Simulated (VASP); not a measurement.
TaV, 2 atoms in the cell. It takes space group Pm-3m (No. 221, cubic). Conventional cell: a = 3.165 Å, b = 3.165 Å, c = 3.165 Å, α = 90.00°, β = 90.00°, γ = 90.00°. Ta (site symmetry m-3m) has 8 V at 2.74 Å and 6 Ta at 3.17 Å within 3.6 Å. Within 3.6 Å of V (site symmetry m-3m) lie 8 Ta at 2.74 Å and 6 V at 3.17 Å. 

- Program: VASP 6.6.1
- Task: relaxation of volume and atoms at fixed shape
- Functional: PBE
- Potentials or basis: VASP PAW PBE potentials, release 64 (Ta_pv, V_sv)
- Cutoff: 600 eV
- k mesh: 8 × 8 × 8
- Occupations: methfessel-paxton, width 0.05 eV
- Spin: collinear spin, ferromagnetic start
- Starting moments: [0.0, 1.5] μB
- Dipole correction: no
- Further INCAR settings: ALGO = Normal; EDIFF = 1e-06; IBRION = 2; EDIFFG = -0.03; NSW = 80; ISIF = 8

Potentials or basis: VASP PAW PBE potentials, release 64 (Ta_pv, V_sv).

Launch:

```bash
$ cat potpaw_PBE.64/Ta_pv/POTCAR potpaw_PBE.64/V_sv/POTCAR > POTCAR
$ mpirun -np 1 vasp_std > vasp.out
```

Hardware: 1 thread of AMD EPYC 9R45 96-Core Processor (Zen 5), with other jobs on the host.

Q: How long does it take, and how much memory?

A: Run time: 95 s on 1 thread of AMD EPYC 9R45 96-Core Processor (Zen 5) (shared host), peak memory 0.18 GiB. Counts: scf iterations 61, k points 35, ion steps 3.
